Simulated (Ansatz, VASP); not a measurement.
**Al5Rh: VASP beside Ansatz**

The input INCAR:

```
SYSTEM = Al5Rh
  PREC = Accurate
  ENCUT = 520
  EDIFF = 1E-7
  ISMEAR = 0
  SIGMA = 0.1
  LREAL = .FALSE.
  LASPH = .TRUE.
  NELM = 60
  ALGO = Fast
  ISIF = 2
  LWAVE = .FALSE.
  LCHARG = .FALSE.
  GGA = PE
  NBANDS = 24
```

File KPOINTS:

```
regular mesh
0
G
  4 4 4
  0 0 0
```

Contents of POSCAR:

```
Al5Rh
1.0
    0.0000000000      3.5016700700      3.5016700700
    3.5016700700      0.0000000000      3.5016700700
    3.5016700700      3.5016700700      0.0000000000
Al Rh
5 1
Direct
    0.2500000000      0.2500000000      0.2500000000
    0.1283094900      0.6238968400      0.6238968400
    0.6238968400      0.6238968400      0.6238968400
    0.6238968400      0.6238968400      0.1283094900
    0.6238968400      0.1283094900      0.6238968400
    0.0000000000      0.0000000000      0.0000000000
```

Input for Ansatz:

```yaml
crystal:
  lattice:
    - [0.0, 3.50167007, 3.50167007]
    - [3.50167007, 0.0, 3.50167007]
    - [3.50167007, 3.50167007, 0.0]
  atoms:
    - { symbol: Al, position: [0.25, 0.25, 0.25] }
    - { symbol: Al, position: [0.12830949, 0.62389684, 0.62389684] }
    - { symbol: Al, position: [0.62389684, 0.62389684, 0.62389684] }
    - { symbol: Al, position: [0.62389684, 0.62389684, 0.12830949] }
    - { symbol: Al, position: [0.62389684, 0.12830949, 0.62389684] }
    - { symbol: Rh, position: [0.0, 0.0, 0.0] }
basis:
  ecutwfc: 420
kpoints:
  mp_grid: { grid: [4, 4, 4] }
hamiltonian:
  xc: pbe
scf:
  occupations: { method: gaussian, width: 0.1 }
  lower_state_search: "off"
output:
  forces: true
  stress: true
  eigenvalues: true
```

Change from the starting cell: species swapped into the DyCu5 type (F-43m, No. 216).

Alike in both runs: task single point; functional PBE; k mesh 4 × 4 × 4; occupations gaussian, width 0.1 eV; no spin polarisation.

|  | VASP | Ansatz |
| --- | --- | --- |
| version | VASP 6.6.1 | Ansatz 0.2.0 |
| potentials or method | VASP PAW PBE potentials, release 64 (Al, Rh_pv), cutoff 520 eV | scalar-relativistic, plane waves, PAW |
| valence electrons in the cell | 30 | 32 |

|  | VASP | Ansatz | Ansatz less VASP |
| --- | --- | --- | --- |
| gap on the k mesh at the Fermi level (eV) | none | none | - |
| pressure (GPa) | 12.7 | 12.7 | +0.01 |
| rms of the force components (eV/Å) | 0.270 | 0.269 | -0.0005 |

Atom by atom the forces differ by 0.000 eV/Å (rms over components). A gap of «none» marks a metal or a gap that the smearing closes. With one functional, cell and mesh, what is left measures potentials, basis and numerics. VASP's potentials hold 30 valence electrons a cell and Ansatz's 32, so a difference there can come from the potentials and not from the codes.

The k mesh is coarse, so the values compare programs but aren't converged.
